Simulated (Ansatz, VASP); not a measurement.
# One calculation of ZnS, two programs

```
Zn S
1.0
     3.84726    0.00000    0.00000
    -1.92363    3.33182    0.00000
     0.00000    0.00000   12.58821
Zn S
4 4
Direct
  0.00000 0.00000 0.00004
  0.00000 0.00000 0.50004
  0.33333 0.66667 0.25002
  0.66667 0.33333 0.75002
  0.00000 0.00000 0.18730
  0.00000 0.00000 0.68730
  0.33333 0.66667 0.43764
  0.66667 0.33333 0.93764
```

Alike in both runs: functional PBE; k mesh 6 × 6 × 2; occupations fermi-dirac, width 0.02 eV; no spin polarisation.

Ansatz relaxed the structure, and its values are those at the end. VASP's run is a single point on that final structure, the one shown.

```csv
,VASP,Ansatz
version,VASP 6.6.1,Ansatz 0.2.0
potentials or method,"VASP PAW PBE potentials, release 64 (Zn, S), cutoff 500 eV","plane waves, PAW"
valence electrons in the cell,72,72
```

VASP gave:

```
gap on the k mesh at the Fermi level (eV) : 2.05
pressure (GPa)                            : 0.2
```

Question: Estimate Ansatz's values.

Answer: gap on the k mesh at the Fermi level (eV): 2.05; pressure (GPa): 0.0.

With one functional, cell and mesh, what is left measures potentials, basis and numerics.
